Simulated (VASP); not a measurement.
Input of a VASP 6.6.1 run:

File INCAR:

```
PREC = Accurate
ENCUT = 520
EDIFF = 1E-7
ISMEAR = -1
SIGMA = 0.01
LREAL = Auto
LASPH = True
NELM = 100
ALGO = Normal
ISIF = 2
LWAVE = False
LCHARG = False
GGA = PE
NELECT = 120.0
NBANDS = 82
```

File KPOINTS:

```
Automatic mesh
0
Gamma
  4 4 2
```

POSCAR

```
Al16N15
1.0
    6.2260000000      0.0000000000      0.0000000000
   -3.1130000000      5.3918741640      0.0000000000
    0.0000000000      0.0000000000      9.9620000000
Al N
16 15
Direct
    0.1666666667      0.3333333333     -0.0590816016
    0.1666666667      0.3333333333      0.5085108861
    0.1638400466      0.8319200233     -0.0033452533
    0.1599661684      0.8299830842      0.5028021092
    0.6680799767      0.3361599534     -0.0033452533
    0.6700169158      0.3400338316      0.5028021092
    0.6680799767      0.8319200233     -0.0033452533
    0.6700169158      0.8299830842      0.5028021092
    0.3527361284      0.1472638716      0.2589467545
    0.3387173900      0.1612826100      0.7473743008
    0.3527361284      0.7054722567      0.2589467545
    0.3387173900      0.6774347801      0.7473743008
    0.7945277433      0.1472638716      0.2589467545
    0.8225652199      0.1612826100      0.7473743008
    0.8333333333      0.6666666667      0.2537654157
    0.8333333333      0.6666666667      0.7508751718
    0.1666666667      0.3333333333      0.7033580454
    0.1643048021      0.8321524010      0.1901561555
    0.1658247891      0.8329123946      0.6903440804
    0.6678475990      0.3356951979      0.1901561555
    0.6670876054      0.3341752109      0.6903440804
    0.6678475990      0.8321524010      0.1901561555
    0.6670876054      0.8329123946      0.6903440804
    0.3308945219      0.1691054781      0.4410618566
    0.3353519887      0.1646480113      0.9427197266
    0.3308945219      0.6617890438      0.4410618566
    0.3353519887      0.6707039773      0.9427197266
    0.8382109562      0.1691054781      0.4410618566
    0.8292960227      0.1646480113      0.9427197266
    0.8333333333      0.6666666667      0.4405218149
    0.8333333333      0.6666666667      0.9418710768
```

Potentials or basis: VASP PAW PBE potentials, release 64 (Al, N).

The run is started by

```bash
$ cat potpaw_PBE.64/Al/POTCAR potpaw_PBE.64/N/POTCAR > POTCAR
$ mpirun -np 1 vasp_std > vasp.out
```

**Question.** Estimate the largest force.

**Answer.** 0.025 eV/Å.

Forces in eV/Å, atoms in the order of the input:
```
Al   0.000  0.000 -0.003
Al   0.000  0.000 -0.001
Al   0.002  0.001  0.007
Al   0.001  0.000  0.005
Al   0.000 -0.003  0.007
Al   0.000 -0.001  0.005
Al  -0.002  0.001  0.007
Al  -0.001  0.000  0.005
Al   0.000  0.000 -0.008
Al  -0.013  0.008  0.020
Al   0.000  0.000 -0.008
Al   0.000 -0.015  0.020
Al   0.000  0.000 -0.008
Al   0.013  0.008  0.020
Al   0.000  0.000 -0.018
Al   0.000  0.000  0.023
N    0.000  0.000 -0.022
N   -0.008 -0.004 -0.006
N    0.001  0.001 -0.014
N    0.000  0.009 -0.006
N    0.000 -0.001 -0.014
N    0.008 -0.004 -0.006
N   -0.001  0.001 -0.014
N    0.001 -0.001  0.016
N    0.004 -0.002 -0.011
N    0.000  0.002  0.016
N    0.000  0.004 -0.011
N   -0.001 -0.001  0.016
N   -0.004 -0.002 -0.011
N    0.000  0.000  0.001
N    0.000  0.000 -0.007
```

Caveat: the cell carries a net charge on a neutralising background, which shifts energy and pressure.
